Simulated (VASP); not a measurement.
Write the native input for VASP 6.6.1 that does the following.

- Task: single point
- Functional: r2SCAN
- Potentials or basis: VASP PAW PBE potentials, release 64 (Ru_pv)
- Cutoff: 520 eV
- k mesh: 13 × 13 × 8
- Occupations: methfessel-paxton, width 1 eV
- Spin: no spin polarisation
- Dipole correction: no
- Further INCAR settings: ALGO = Normal; EDIFF = 1e-06; NBANDS = 21

Crystal: Ru.

```
Ru
1.0
     2.70595    0.00000    0.00000
    -1.35297    2.34342    0.00000
     0.00000    0.00000    4.25791
Ru
2
Direct
  0.33333 0.66667 0.25000
  0.66667 0.33333 0.75000
```

These files were run (other wordings do the same):

POSCAR

```
Ru
1.0
    2.7059477279      0.0000000000      0.0000000000
   -1.3529738639      2.3434194737      0.0000000000
    0.0000000000      0.0000000000      4.2579056513
Ru
2
Direct
    0.3333333333      0.6666666667      0.2500000000
    0.6666666667      0.3333333333      0.7500000000
```

INCAR.step1

```
SYSTEM = Ru
PREC = Accurate
ENCUT = 520
ISMEAR = 1
SIGMA = 1.0
LREAL = .False.
LASPH = .True.
NELM = 80
NBANDS = 21
GGA = PE
ALGO = Normal
EDIFF = 1E-4
LWAVE = .True.
LCHARG = .False.
```

INCAR.step2

```
SYSTEM = Ru
PREC = Accurate
ENCUT = 520
EDIFF = 1E-6
ISMEAR = 1
SIGMA = 1.0
LREAL = .False.
LASPH = .True.
NELM = 80
ALGO = Normal
ISIF = 2
LWAVE = .False.
LCHARG = .False.
METAGGA = R2SCAN
LMIXTAU = .True.
NBANDS = 21
ISTART = 1
```

KPOINTS

```
regular mesh
0
Gamma
  13 13 8
  0 0 0
```

Potentials or basis: VASP PAW PBE potentials, release 64 (Ru_pv).

Command:

```console
$ cat potpaw_PBE.64/Ru_pv/POTCAR > POTCAR
$ cp INCAR.step1 INCAR
$ mpirun -np 1 vasp_std > vasp.out
$ cp INCAR.step2 INCAR
$ mpirun -np 1 vasp_std > vasp.out
```

It gave:

```yaml
Pressure: 0.5 GPa
Band_gap_on_the_k_mesh: zero (band 14 reaches 14.42 eV, above the bottom of band 15 at 11.17 eV)
```

Caveat: the PAW data sets were made with another functional, which shifts forces and pressure a little.

Wall time 4.2 min on 1 thread of Intel Xeon 8259CL, on a shared host, peak memory 0.18 GiB.
